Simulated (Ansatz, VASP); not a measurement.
## Two plane-wave programs on ScSi4O

```
Sc Si O
1.0
     0.00000    3.58775    3.58775
     3.58775    0.00000    3.58775
     3.58775    3.58775    0.00000
Sc Si O
1 4 1
Cartesian
  0.0000 0.0000 0.0000
  2.6910 4.4845 4.4845
  2.6910 2.6910 2.6910
  4.4845 2.6910 4.4845
  4.4845 4.4845 2.6910
  5.3816 5.3816 5.3816
```

Change from the starting cell: species swapped into the GdDyAl4 type (F-43m, No. 216).

Alike in both runs: task relaxation of cell and atoms; functional PBE; k mesh 4 × 4 × 4; occupations gaussian, width 0.1 eV; no spin polarisation.

|  | VASP | Ansatz |
| --- | --- | --- |
| version | VASP 6.6.1 | Ansatz 0.2.0 |
| potentials or method | VASP PAW PBE potentials, release 64 (Sc_sv, Si, O), cutoff 600 eV | scalar-relativistic, plane waves, PAW |
| valence electrons in the cell | 33 | 33 |

Ansatz gave:

| Quantity | Value |
| --- | --- |
| gap on the k mesh at the Fermi level, each at its own relaxed structure (eV) | none |
| relaxed volume (Å³/atom) | 14.36 |
| relaxed cell length with the largest relative difference (Å) | 4.958 |

Question: Which values does VASP return?

Answer: gap on the k mesh at the Fermi level, each at its own relaxed structure (eV): none; relaxed volume (Å³/atom): 14.35; relaxed cell length with the largest relative difference (Å): 4.957.

A gap of «none» marks a metal or a gap that the smearing closes.

The k mesh is coarse, so the values compare programs but aren't converged.
